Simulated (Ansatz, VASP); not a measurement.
One calculation of SiF, two programs

The input INCAR:

```
PREC     = Accurate       # precision mode
ENCUT    = 520            # plane-wave cutoff, eV
EDIFF    = 1E-6           # SCF threshold, eV
ISMEAR   = 0              # smearing method
SIGMA    = 0.1            # smearing width, eV
LREAL    = F              # projectors in reciprocal space
LASPH    = T              # aspherical terms in the spheres
NELM     = 150            # most SCF steps
ALGO     = Normal         # electronic algorithm
ISIF     = 2              # what is computed and relaxed
LWAVE    = F              # write WAVECAR
LCHARG   = T              # write CHGCAR
ISPIN    = 2              # spin polarisation
MAGMOM   = 0 1            # initial moments
LORBIT   = 11             # projections on sites
GGA      = PE             # functional
LELF     = T              # ELF
LVHAR    = T            
NBANDS   = 16             # bands
```

The input KPOINTS:

```
regular mesh
0
Gamma
  6 6 4
```

Contents of POSCAR:

```
SiF
1.0
    2.7014400243      0.0000000000      0.0000000000
   -1.3507200122      2.3395156878      0.0000000000
    0.0000000000      0.0000000000      3.8751092017
Si F
1 1
Direct
    0.6666666667      0.3333333333      0.0000000000
    0.0000000000      0.0000000000      0.5000000000
```

Input for Ansatz:

```yaml
crystal:
  lattice:
    - [2.7014400243, 0.0, 0.0]
    - [-1.3507200122, 2.3395156878, 0.0]
    - [0.0, 0.0, 3.8751092017]
  atoms:
    - { symbol: Si, position: [0.6666666667, 0.3333333333, 0.0] }
    - { symbol: F, position: [0.0, 0.0, 0.5], spin: 1.0 }
basis:
  ecutwfc: 420
kpoints:
  mp_grid: { grid: [6, 6, 4] }
hamiltonian:
  xc: pbe
scf:
  occupations: { method: gaussian, width: 0.1 }
  lower_state_search: "off"
output:
  forces: true
  stress: true
  eigenvalues: true
  populations: true
magnetization:
  spin_polarized: true
```

Change from the starting cell: species swapped into the CrC type (P-6m2, No. 187).

Alike in both runs: task single point; functional PBE; k mesh 6 × 6 × 4; occupations gaussian, width 0.1 eV; collinear spin.

|  | VASP | Ansatz |
| --- | --- | --- |
| version | VASP 6.6.1 | Ansatz 0.2.0 |
| potentials or method | VASP PAW PBE potentials, release 64 (Si, F), cutoff 520 eV | scalar-relativistic, plane waves, PAW |
| valence electrons in the cell | 11 | 11 |

Ansatz gave:

| Quantity | Value |
| --- | --- |
| gap on the k mesh at the Fermi level (eV) | none |
| pressure (GPa) | -0.1 |
| traceless stress, the component that is largest in VASP (GPa) | 0.63 |
| net moment per atom (μB) | 0.00 |

Question: What did VASP give for the same quantities?

Answer: gap on the k mesh at the Fermi level (eV): none; pressure (GPa): -0.3; traceless stress, the component that is largest in VASP (GPa): 0.64; net moment per atom (μB): 0.00.

A gap of «none» marks a metal or a gap that the smearing closes. The functional is the same, so the differences come from potentials, cutoffs and numerics. Ansatz's warnings: seeded moment not kept.

The k mesh is coarse, so the values compare programs but aren't converged.
